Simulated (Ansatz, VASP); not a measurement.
LiCl in VASP and in Ansatz

```xyz
2
Lattice="0.0561 2.6121 2.6121 2.6121 0.0561 2.6121 2.6121 2.6121 0.0561" Properties=species:S:1:pos:R:3 pbc="T T T"
Li    0.0000    0.0000    0.0000
Cl    2.6401    2.6401    2.6401
```

Change from the starting cell: shear_111 strain +3.3%.

Alike in both runs: task single point; functional HSE06; k mesh 6 × 6 × 6; no spin polarisation.

|  | VASP | Ansatz |
| --- | --- | --- |
| version | VASP 6.6.1 | Ansatz 0.2.0 |
| potentials or method | VASP PAW PBE potentials, release 64 (Li_sv, Cl) | plane waves, PAW |
| plane-wave cutoff (eV) | 520 | 420 |
| occupations | gaussian, width 0.01 eV | fixed |
| valence electrons in the cell | 10 | 10 |

|  | VASP | Ansatz | Ansatz less VASP |
| --- | --- | --- | --- |
| gap on the k mesh at the Fermi level (eV) | 7.52 | 7.51 | -0.006 |

Ansatz's warnings: stress exchange threshold loose, stress scf threshold loose.

Noted on VASP's run: the cutoff is short for stress, so the pressure is rough.
